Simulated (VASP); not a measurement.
Write the native input for VASP 6.6.1 that does the following.

```yaml
Task: single point
Functional: PBEsol
Potentials_or_basis: VASP PAW PBE potentials, release 64 (Ni, Ge_d)
Cutoff: 520 eV
k_mesh: 12 × 12 × 12
Occupations: methfessel-paxton, width 0.1 eV
Spin: no spin polarisation
Dipole_correction: no
Further_INCAR_settings: ALGO = Normal; EDIFF = 1e-06; NBANDS = 30
```

The structure of Ni3Ge lies in POSCAR:

```
Ni3Ge
1.0
    3.5303341067      0.0000000000      0.0000000000
    0.0000000000      3.5303341067      0.0000000000
    0.0000000000      0.0000000000      3.5303341067
Ni Ge
3 1
Direct
    0.5000000000      0.0000000000      0.5000000000
    0.0000000000      0.5000000000      0.5000000000
    0.5000000000      0.5000000000      0.0000000000
    0.0000000000      0.0000000000      0.0000000000
```

One way to write it, as run:

INCAR

```
ALGO = Normal ; EDIFF = 1E-6
ENCUT = 520 ; GGA = PS
ISIF = 2 ; ISMEAR = 1
LASPH = T ; LCHARG = F
LREAL = F ; LWAVE = F
NBANDS = 30 ; NELM = 80
PREC = Accurate ; SIGMA = 0.1
```

KPOINTS

```
k-points
0
Gamma
  12 12 12
```

Potentials or basis: VASP PAW PBE potentials, release 64 (Ni, Ge_d).

The run is started by

```bash
$ cat potpaw_PBE.64/Ni/POTCAR potpaw_PBE.64/Ge_d/POTCAR > POTCAR
$ mpirun -np 1 vasp_std > vasp.out
```

Results of the run:

| Quantity | Value |
| --- | --- |
| Pressure | -0.6 GPa |
| Band gap on the k mesh | zero (band 22 reaches 10.22 eV, above the bottom of band 23 at 9.99 eV) |

Caveat: the PAW data sets were made with another functional, which shifts forces and pressure a little.

Wall time 2.8 min on 1 thread of AMD EPYC 7R43 64-Core Processor (Zen 3), on a shared host, peak memory 0.19 GiB.
